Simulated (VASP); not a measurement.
Here is a VASP 6.6.1 calculation.

File INCAR:

```
  ALGO = Normal
  EDIFF = 1E-6
  ENCUT = 700
  GGA = PE
  GGA_COMPAT = False
  ISIF = 2
  ISMEAR = 0
  ISPIN = 2
  LASPH = True
  LCHARG = False
  LDAU = True
  LDAUJ = 0 0
  LDAUL = 2 -1
  LDAUPRINT = 1
  LDAUTYPE = 2
  LDAUU = 6.2 0
  LMAXMIX = 4
  LORBIT = 11
  LREAL = False
  LWAVE = False
  MAGMOM = 2 -2 0 0
  NBANDS = 36
  NELM = 200
  PREC = Accurate
  SIGMA = 0.05
```

KPOINTS

```
k-points
0
Gamma
  8 8 6
```

Contents of POSCAR:

```
NiO
1.0
    0.0000000000      2.1337902789     -2.1337902789
    0.0000000000      2.1337902789      2.1337902789
    4.2675805578      0.0000000000      0.0000000000
Ni O
2 2
Direct
    0.0000000000      0.0000000000      0.0000000000
    0.5000000000      0.5000000000      0.5000000000
    0.0000000000      1.0000000000      0.5000000000
    0.5000000000      1.5000000000      1.0000000000
```

Potentials or basis: VASP PAW PBE potentials, release 64 (Ni_sv_GW, O).

The run is started by

```console
$ cat potpaw_PBE.64/Ni_sv_GW/POTCAR potpaw_PBE.64/O/POTCAR > POTCAR
$ mpirun -np 1 vasp_std > vasp.out
```

**Question.** Predict the net moment.

**Answer.** 0.00 μB per cell.

**Question.** What does it give for the pressure?

**Answer.** -2.2 GPa.

**Question.** Estimate the site moments.

**Answer.** Ni +1.80, -1.80; O -0.06, +0.06 μB.

Eigenvalues of the final occupation matrices:
| site | spin | trace | eigenvalues |
| --- | --- | --- | --- |
| site 1 d | 1 | 4.75 | 0.94 0.94 0.94 0.97 0.97 |
| site 1 d | 2 | 2.97 | 0.09 0.09 0.93 0.93 0.93 |
| site 2 d | 1 | 2.97 | 0.09 0.09 0.93 0.93 0.93 |
| site 2 d | 2 | 4.75 | 0.94 0.94 0.94 0.97 0.97 |

The state reached can hang on the start; a lower one may exist.
